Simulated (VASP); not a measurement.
The system is Na2N3.

```xyz
10
Lattice="-3.7404 0.0000 3.4956 3.7404 0.0000 3.4956 0.0000 5.6756 3.4956" Properties=species:S:1:pos:R:3 pbc="T T T"
Na   -1.6308    0.0000    3.4956
Na    1.6308    0.0000    3.4956
Na   -1.8702    2.8378    5.2434
Na    1.8702    2.8378    5.2434
N     0.0000    0.8343    1.4458
N     0.0000    4.8413    4.9414
N     0.0000    4.8413    9.0410
N     0.0000    0.8343    5.5454
N     0.0000    1.6811    6.9912
N     0.0000    3.9945    3.4956
```

Base run:

- Program: VASP 6.6.1
- Functional: LDA
- Potentials or basis: VASP PAW LDA potentials, release 64 (Na_pv, N)
- Cutoff: 520 eV
- k mesh: 4 × 4 × 4
- Occupations: fermi-dirac, width 0.1 eV
- Spin: no spin polarisation

Its results: band gap on the k mesh 1.15 eV, indirect (least direct gap 1.18 eV); pressure -20.7 GPa; largest force 3.589 eV/Å.

**Question.** The run is repeated on the same cell with these changes: functional from LDA to PBE; potentials or basis from VASP PAW LDA potentials, release 64 (Na_pv, N) to VASP PAW PBE potentials, release 64 (Na_pv, N). What comes out?

**Answer.** Band gap on the k mesh 1.23 eV, indirect (least direct gap 1.31 eV); pressure -16.3 GPa; largest force 3.148 eV/Å.

Caveats: forces of over 1 eV/Å act on the atoms, so gaps and moduli don't describe the material at rest.

A k mesh can miss the band edges.
